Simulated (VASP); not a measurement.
# Ir (I4/mmm) in VASP: further runs

Runs on Ir. Level: PBE. Tasks: single point.

Program: VASP 6.6.1. These are calculated values, not measurements. Logs are shortened: lines on timing, memory, paths and dates and some standing lists are left out, and cuts for length are marked.

## 1. The cell of the first run

The structure is tetragonal, space group I4/mmm (No. 139). The conventional cell has a = 2.906 Å, b = 2.906 Å, c = 3.708 Å, α = 90.00°, β = 90.00°, γ = 90.00°. Within 3.8 Å of Ir (site symmetry 4/mmm) lie 14 Ir at 2.77 to 3.71 Å.

## 2. Single point, PBE (15.65 Å³/atom)

INCAR reads:

```
SYSTEM = Ir
PREC = Accurate
ENCUT = 520
EDIFF = 1E-7
ISMEAR = 0
SIGMA = 0.15
LREAL = .False.
LASPH = .True.
NELM = 80
ALGO = Normal
ISIF = 2
LWAVE = .False.
LCHARG = .True.
GGA = PE
LELF = .True.
LVHAR = .True.
NBANDS = 10
```

KPOINTS reads:

```
regular mesh
0
Gamma
  22 22 22
  0 0 0
```

POSCAR reads:

```
Ir
1.0
    0.0000000000      2.0547745138      1.8538175663
    2.0547745138      0.0000000000      1.8538175663
    2.0547745138      2.0547745138      0.0000000000
Ir
1
Direct
    0.0000000000      0.0000000000      0.0000000000
```

Potentials or basis: VASP PAW PBE potentials, release 64 (Ir).

Started as:

```
cat potpaw_PBE.64/Ir/POTCAR > POTCAR
mpirun -np 1 vasp_std > vasp.out
```

OUTCAR:

```text
SYSTEM = Ir
   PREC = Accurate
   ENCUT = 520
   EDIFF = 1E-7
   ISMEAR = 0
   LREAL = .False.
   LASPH = .True.
   NELM = 80
   ISIF = 2
   GGA = PE

 ion  position               nearest neighbor table
   1  0.000  0.000  0.000-

  LATTYP: Found a body centered tetragonal cell.
 ALAT       =     2.9058899850
 C/A-ratio  =     1.2759034759

  Lattice vectors:

 A1 = (   0.0000000000,  -2.0547745138,  -1.8538175663)
 A2 = (   0.0000000000,   2.0547745138,  -1.8538175663)
 A3 = (   2.0547745138,   0.0000000000,   1.8538175663)

Analysis of symmetry for initial positions (statically):
=====================================================================
 Subroutine PRICEL returns:
 Original cell was already a primitive cell.

 Routine SETGRP: Setting up the symmetry group for a
 body centered tetragonal supercell.

 Subroutine GETGRP returns: Found 16 space group operations
 (whereof 16 operations were pure point group operations)
 out of a pool of 16 trial point group operations.

The static configuration has the point symmetry D_4h.

Analysis of symmetry for dynamics (positions and initial velocities):
=====================================================================
 Subroutine PRICEL returns:
 Original cell was already a primitive cell.

 Routine SETGRP: Setting up the symmetry group for a
 body centered tetragonal supercell.

 Subroutine GETGRP returns: Found 16 space group operations
 (whereof 16 operations were pure point group operations)
 out of a pool of 16 trial point group operations.

The dynamic configuration has the point symmetry D_4h.

 Subroutine INISYM returns: Found 16 space group operations
 (whereof 16 operations are pure point group operations),
 and found     1 'primitive' translations

----------------------------------------------------------------------------------------

                                     Primitive cell

  volume of cell :      15.6540

  direct lattice vectors                    reciprocal lattice vectors
     0.000000000  2.054774514  1.853817566    -0.243335703  0.243335703  0.269713703
     2.054774514  0.000000000  1.853817566     0.243335703 -0.243335703  0.269713703
     2.054774514  2.054774514  0.000000000     0.243335703  0.243335703 -0.269713703

  length of vectors
     2.767442478  2.767442478  2.905889985     0.437229928  0.437229928  0.437229928

  position of ions in fractional coordinates (direct lattice)
     0.000000000  0.000000000  0.000000000

  ion indices of the primitive-cell ions
   primitive index   ion index
                 1           1

----------------------------------------------------------------------------------------

 KPOINTS: regular mesh

Automatic generation of k-mesh.
 Grid dimensions read from file:
 generate k-points for:   22   22   22

 Generating k-lattice:

  Cartesian coordinates                     Fractional coordinates (reciprocal lattice)
    -0.011060714  0.011060714  0.012259714     0.045454545 -0.000000000  0.000000000
     0.011060714 -0.011060714  0.012259714    -0.000000000  0.045454545  0.000000000
     0.011060714  0.011060714 -0.012259714     0.000000000  0.000000000  0.045454545

  Length of vectors
     0.019874088  0.019874088  0.019874088

  Shift w.r.t. Gamma in fractional coordinates (k-lattice)
     0.000000000  0.000000000  0.000000000

 Subroutine IBZKPT returns following result:
 ===========================================

 Found    834 irreducible k-points:

 Following reciprocal coordinates:
            Coordinates               Weight
  0.000000  0.000000  0.000000      1.000000
  0.045455 -0.000000  0.000000      8.000000
  0.090909 -0.000000  0.000000      8.000000
  0.136364  0.000000  0.000000      8.000000
  0.181818  0.000000  0.000000      8.000000
  0.227273 -0.000000  0.000000      8.000000
[... 16 lines left out ...]
  0.500000  0.045455  0.000000      8.000000
 -0.454545  0.045455  0.000000      8.000000
 [... further k-points ...]
   k-points           NKPTS =    834   k-points in BZ     NKDIM =    834   number of bands    NBANDS=     10
   number of dos      NEDOS =    301   number of ions     NIONS =      1
   total plane-waves  NPLWV =  13824
   dimension x,y,z NGX =    24 NGY =   24 NGZ =   24
   dimension x,y,z NGXF=    48 NGYF=   48 NGZF=   48
   ions per type =               1
   NGX,Y,Z   is equivalent  to a cutoff of  14.42, 14.42, 13.73 a.u.
   NGXF,Y,Z  is equivalent  to a cutoff of  28.83, 28.83, 27.46 a.u.
 SYSTEM =  Ir
   PREC   = accura    normal or accurate (medium, high low for compatibility)
   ISTART =      0    job   : 0-new  1-cont  2-samecut
   ICHARG =      2    charge: 1-file 2-atom 10-const
   ISPIN  =      1    spin polarized calculation?
   LNONCOLLINEAR =      F non collinear calculations
   LSORBIT =      F    spin-orbit coupling
   LASPH  =      T    aspherical Exc in radial PAW
   ENCUT  =  520.0 eV  38.22 Ry    6.18 a.u.   5.15  5.15  5.40*2*pi/ulx,y,z
   NELM   =     80;   NELMIN=  2; NELMDL= -5     # of ELM steps
   EDIFF  = 0.1E-06   stopping-criterion for ELM
   LREAL  =      F    real-space projection
   EDIFFG = 0.1E-05   stopping-criterion for IOM
   NSW    =      0    number of steps for IOM
   IBRION =     -1    ionic relax: 0-MD 1-quasi-New 2-CG
   NFREE  =      0    steps in history (QN), initial steepest desc. (CG)
   ISIF   =      2    stress and relaxation
   ISYM   =      2    0-nonsym 1-usesym 2-fastsym
   POTIM  = 0.5000    time-step for ionic-motion
   TEBEG  =    0.0;   TEEND  =   0.0 temperature during run
   PSTRESS=    0.0 pullay stress
   NELECT =       9.0000    total number of electrons
   NUPDOWN=      -1.0000    fix difference up-down
   EMIN   =  10.00;   EMAX   =-10.00  energy-range for DOS
   EFERMI =   0.00;   METHOD = LEGACY
   ISMEAR =     0;   SIGMA  =   0.15  broadening in eV -4-tet -1-fermi 0-gaus
   EFERMI_NEDOS =   21; number of points for ismear=-14 and -15
   IALGO  =     38    algorithm
   IMIX   =      4    mixing-type and parameters
     AMIX     =   0.40;   BMIX     =  1.00
     AMIX_MAG =   1.60;   BMIX_MAG =  1.00
  volume/ion in A,a.u.               =      15.65       105.64
  Fermi-wavevector in a.u.,A,eV,Ry     =   1.361279  2.572445 25.212700  1.853081
  Thomas-Fermi vector in A             =   2.487869
   LORBIT       =      0    0 simple, 1 ext, 2 COOP (PROOUT), +10 PAW based schemes
   GGA     = PE    functional components
   LHFCALC =     F    Hartree Fock is set to
   AEXX    =    0.0000 exact exchange contribution
   IVDW    =     0    specifies the selected vdW correction
   LEPSILON=     F    determine dielectric tensor
   LRPA    =     F    only Hartree local field effects (RPA)
 non-spin polarized calculation
 Gauss-broadening in eV      SIGMA  =   0.15
  energy-cutoff  :      520.00
  volume of cell :       15.65
 maximum number of plane-waves:       439
 NGX is ok and might be reduce to    24
   NGX = 11   NGY = 11   NGZ = 11

 number of electron       9.0000000 magnetization

 Free energy of the ion-electron system (eV)
  ---------------------------------------------------
  ext. energy  EPLUGINS =         0.00000000
  ---------------------------------------------------
  free energy    TOTEN  =        -8.68004059 eV

  energy without entropy =       -8.66551719  energy(sigma->0) =       -8.67277889

 E-fermi :   8.6853     XC(G=0): -13.3881

 val. band max:        8.6825577680   @ k =   0.4545   0.2727   0.0909
 cond. band min:       8.6868305925   @ k =  -0.2273   0.0909   0.0000
 fundamental gap:      0.0042728245
 Fermi energy:         8.6852589010

 k-point     1 :       0.0000    0.0000    0.0000
  band No.  band energies     occupation
      1      -1.3247      2.00000
      2       5.1237      2.00000
      3       5.1237      2.00000
      4       6.1928      2.00000
      5       6.9315      2.00000
      6       8.3104      1.99959
      7      23.3948      0.00000
      8      27.3014      0.00000
      9      27.3014      0.00000
     10      30.2599      0.00000

 k-point     2 :       0.0455   -0.0000    0.0000
  band No.  band energies     occupation
      1      -1.2413      2.00000
      2       5.1180      2.00000
      3       5.1575      2.00000
      4       6.1885      2.00000
      5       6.9236      2.00000
      6       8.2795      1.99987
      7      23.5283      0.00000
      8      27.1301      0.00000
      9      27.4279      0.00000
     10      29.9575      0.00000

 k-point     3 :       0.0909   -0.0000    0.0000
  band No.  band energies     occupation
      1      -0.9958      2.00000
      2       5.0903      2.00000
      3       5.2444      2.00000
      4       6.1920      2.00000
      5       6.9166      2.00000
      6       8.1971      2.00000
      7      23.9022      0.00000
      8      26.4897      0.00000
      9      27.8003      0.00000
     10      29.7812      0.00000

 k-point     4 :       0.1364    0.0000    0.0000
  band No.  band energies     occupation
      1      -0.6045      2.00000
      2       5.0273      2.00000
      3       5.3394      2.00000
      4       6.2311      2.00000
      5       6.9616      2.00000
      6       8.0927      2.00000
      7      24.4287      0.00000
      8      25.4330      0.00000
      9      28.3964      0.00000
     10      30.1137      0.00000
[... 222 lines left out ...]
 k-point    22 :       0.4545    0.0455    0.0000
  band No.  band energies     occupation
      1       1.7339      2.00000
      2       4.8445      2.00000
      3       5.9835      2.00000
      4       7.2992      2.00000
      5       9.4165      0.00000
      6       9.7272      0.00000
      7      15.8032      0.00000
      8      22.8571      0.00000
      9      26.7280      0.00000
     10      29.2260      0.00000

 k-point    23 :       0.5000    0.0455    0.0000
  band No.  band energies     occupation
      1       1.7354      2.00000
      2       4.8048      2.00000
      3       5.9260      2.00000
      4       7.7414      2.00000
      5       9.6673      0.00000
      6       9.8117      0.00000
      7      15.1208      0.00000
      8      22.7039      0.00000
      9      26.5802      0.00000
     10      28.7749      0.00000

 k-point    24 :      -0.4545    0.0455    0.0000
  band No.  band energies     occupation
      1       1.7346      2.00000
      2       4.8119      2.00000
      3       5.9095      2.00000
      4       7.7279      2.00000
      5       9.5589      0.00000
      6       9.6736      0.00000
      7      15.3734      0.00000
      8      22.7429      0.00000
      9      26.8749      0.00000
     10      28.6442      0.00000

 [... further k-points ...]
[... 5 lines left out ...]
  --------------------------------------------------------------------------------------
  -------------------------------------------------------------------------------------
  Total       -2.7716026     -2.7716026     -0.2343969      0.0000000      0.0000000     -0.0000000
  in kB     -283.6718270   -283.6718270    -23.9903799      0.0000000      0.0000000     -0.0000000
  external PRESSURE =    -197.1113446 kB  Pullay stress =       0.0000000 kB

 VOLUME and BASIS-vectors are now :
 -----------------------------------------------------------------------------
  energy-cutoff  :      520.00
  volume of cell :       15.65
      direct lattice vectors                 reciprocal lattice vectors
     0.000000000  2.054774514  1.853817566    -0.243335703  0.243335703  0.269713703
     2.054774514  0.000000000  1.853817566     0.243335703 -0.243335703  0.269713703
     2.054774514  2.054774514  0.000000000     0.243335703  0.243335703 -0.269713703

 POSITION                                       TOTAL-FORCE (eV/Angst)
 -----------------------------------------------------------------------------------
      0.00000      0.00000      0.00000         0.000000      0.000000     -0.000000
 -----------------------------------------------------------------------------------
    total drift:                               -0.000000     -0.000000     -0.000000

  FREE ENERGIE OF THE ION-ELECTRON SYSTEM (eV)
  ---------------------------------------------------
  free  energy   TOTEN  =        -8.6800405883 eV

  energy  without entropy=       -8.6655171942  energy(sigma->0) =       -8.67277889
```

Run time: 72 s. Hardware: 1 thread of Intel Xeon Platinum 8559C (Emerald Rapids), shared host; peak memory 0.26 GiB.

What came out:

| Property | Result |
| --- | --- |
| Free energy | -8.6800 eV |
| Pressure | -19.7 GPa |
| Band gap on the k mesh | zero (an odd number of electrons rules out a gap without spin polarisation) |

Levels at points of the mesh, in eV from the Fermi level:
```
           k point  band 2  band 3  band 4  band 5  band 6  band 7
(0.00, 0.00, 0.00)   -3.56   -3.56   -2.49   -1.75   -0.37   14.71
(0.50, 0.00, 0.00)   -3.95   -2.67   -0.40    0.42    1.13    6.43
(0.50, 0.50, 0.00)   -6.32    0.72    1.31    1.31    3.23   10.10
(0.50, 0.00, 0.50)   -6.12    0.63    0.70    1.16    1.68    8.47
```

Caveat: the cell stands under tension; spin-orbit coupling is left out, which moves the levels of the heavy elements.

## 3. Single point, PBE (15.65 Å³/atom)

INCAR reads:

```
SYSTEM = Ir
PREC = Accurate
ENCUT = 520
EDIFF = 1E-7
ISMEAR = 0
SIGMA = 0.15
LREAL = .FALSE.
LASPH = .TRUE.
NELM = 80
ALGO = Fast
ISIF = 2
LWAVE = .FALSE.
LCHARG = .TRUE.
GGA = PE
LELF = .TRUE.
LVHAR = .TRUE.
NBANDS = 10
```

KPOINTS reads:

```
regular mesh
0
G
  22 22 22
  0 0 0
```

POSCAR reads:

```
Ir
1.0
    0.0000000000      2.1265459034      1.7307957107
    2.1265459034      0.0000000000      1.7307957107
    2.1265459034      2.1265459034      0.0000000000
Ir
1
Direct
    0.0000000000      0.0000000000      0.0000000000
```

Potentials or basis: VASP PAW PBE potentials, release 64 (Ir).

Started as:

```
cat potpaw_PBE.64/Ir/POTCAR > POTCAR
mpirun -np 1 vasp_std > vasp.out
```

OUTCAR:

```text
SYSTEM = Ir
   PREC = Accurate
   ENCUT = 520
   EDIFF = 1E-7
   ISMEAR = 0
   LREAL = .FALSE.
   LASPH = .TRUE.
   NELM = 80
   ISIF = 2
   GGA = PE

 ion  position               nearest neighbor table
   1  0.000  0.000  0.000-

  LATTYP: Found a body centered tetragonal cell.
 ALAT       =     3.0073900576
 C/A-ratio  =     1.1510284184

  Lattice vectors:

 A1 = (   0.0000000000,  -2.1265459034,  -1.7307957107)
 A2 = (   0.0000000000,   2.1265459034,  -1.7307957107)
 A3 = (   2.1265459034,   0.0000000000,   1.7307957107)

[... 484 lines left out ...]
      4       7.7709      2.00000
      5       9.2903      0.00000
      6      10.0088      0.00000
      7      15.6745      0.00000
      8      22.3639      0.00000
      9      25.9941      0.00000
     10      30.3868      0.00000

 [... further k-points ...]
[... 5 lines left out ...]
  --------------------------------------------------------------------------------------
  -------------------------------------------------------------------------------------
  Total       -2.7624784     -2.7624784      1.0112851      0.0000000      0.0000000     -0.0000000
  in kB     -282.7379789   -282.7379789    103.5044162      0.0000000      0.0000000     -0.0000000
  external PRESSURE =    -153.9905139 kB  Pullay stress =       0.0000000 kB

 VOLUME and BASIS-vectors are now :
 -----------------------------------------------------------------------------
  energy-cutoff  :      520.00
  volume of cell :       15.65
      direct lattice vectors                 reciprocal lattice vectors
     0.000000000  2.126545903  1.730795711    -0.235123069  0.235123069  0.288884469
     2.126545903  0.000000000  1.730795711     0.235123069 -0.235123069  0.288884469
     2.126545903  2.126545903  0.000000000     0.235123069  0.235123069 -0.288884469

 POSITION                                       TOTAL-FORCE (eV/Angst)
 -----------------------------------------------------------------------------------
      0.00000      0.00000      0.00000         0.000000      0.000000      0.000000
 -----------------------------------------------------------------------------------
    total drift:                                0.000000     -0.000000     -0.000000

  FREE ENERGIE OF THE ION-ELECTRON SYSTEM (eV)
  ---------------------------------------------------
  free  energy   TOTEN  =        -8.4529051821 eV

  energy  without entropy=       -8.4347311090  energy(sigma->0) =       -8.44381815
```

OSZICAR:

```text
N       E                     dE             d eps       ncg     rms          rms(c)
DAV:   1     0.465854386988E+02    0.46585E+02   -0.42767E+03 16864   0.804E+02
DAV:   2    -0.804845403095E+01   -0.54634E+02   -0.51896E+02 17044   0.190E+02
DAV:   3    -0.899189197279E+01   -0.94344E+00   -0.93823E+00 19442   0.304E+01
DAV:   4    -0.900071580054E+01   -0.88238E-02   -0.88224E-02 18896   0.276E+00
DAV:   5    -0.900090255312E+01   -0.18675E-03   -0.18675E-03 19070   0.391E-01    0.119E+01
RMM:   6    -0.852177291194E+01    0.47913E+00   -0.45182E-01 17137   0.829E+00    0.479E+00
RMM:   7    -0.845613389676E+01    0.65639E-01   -0.16273E-01 17585   0.352E+00    0.177E+00
RMM:   8    -0.845451299855E+01    0.16209E-02   -0.16664E-02 20060   0.172E+00    0.104E+00
RMM:   9    -0.845333139494E+01    0.11816E-02   -0.32325E-03 19694   0.453E-01    0.390E-01
RMM:  10    -0.845288968050E+01    0.44171E-03   -0.16881E-03 18128   0.570E-01    0.159E-02
RMM:  11    -0.845290696742E+01   -0.17287E-04   -0.17777E-04 22721   0.126E-01    0.268E-02
RMM:  12    -0.845290833029E+01   -0.13629E-05   -0.23325E-05 22141   0.370E-02    0.255E-02
RMM:  13    -0.845290649707E+01    0.18332E-05   -0.24835E-06 20121   0.136E-02    0.125E-02
RMM:  14    -0.845290527076E+01    0.12263E-05   -0.44036E-07 18534   0.571E-03    0.133E-03
RMM:  15    -0.845290518207E+01    0.88698E-07   -0.58054E-08 11194   0.226E-03
   1 F= -.84529052E+01 E0= -.84438181E+01  d E =-.181741E-01
```

Run time: 1.7 min. Hardware: 1 thread of Intel Xeon Platinum 8559C (Emerald Rapids), shared host; peak memory 0.25 GiB.

What came out:

* Free energy: -8.4529 eV
* Pressure: -15.4 GPa
* Band gap on the k mesh: zero (an odd number of electrons rules out a gap without spin polarisation)

Levels at points of the mesh, in eV from the Fermi level:
| k point | band 1 | band 2 | band 3 | band 4 | band 5 | band 6 | band 7 | band 8 | band 9 |
| --- | --- | --- | --- | --- | --- | --- | --- | --- | --- |
| (0.00, 0.00, 0.00) | -9.93 | -3.54 | -3.54 | -2.41 | -1.63 | -0.05 | 15.35 | 17.85 | 17.85 |
| (0.50, 0.00, 0.00) | -6.91 | -4.38 | -1.78 | -0.23 | 0.13 | 1.57 | 6.73 | 13.51 | 17.25 |
| (0.50, 0.50, 0.00) | -6.43 | -6.33 | 0.91 | 1.40 | 1.40 | 4.97 | 9.05 | 9.05 | 12.57 |
| (0.50, 0.00, 0.50) | -6.76 | -5.70 | 0.29 | 0.31 | 0.66 | 1.96 | 7.90 | 12.05 | 13.92 |

Caveat: the cell stands under tension; spin-orbit coupling is left out, which moves the levels of the heavy elements.
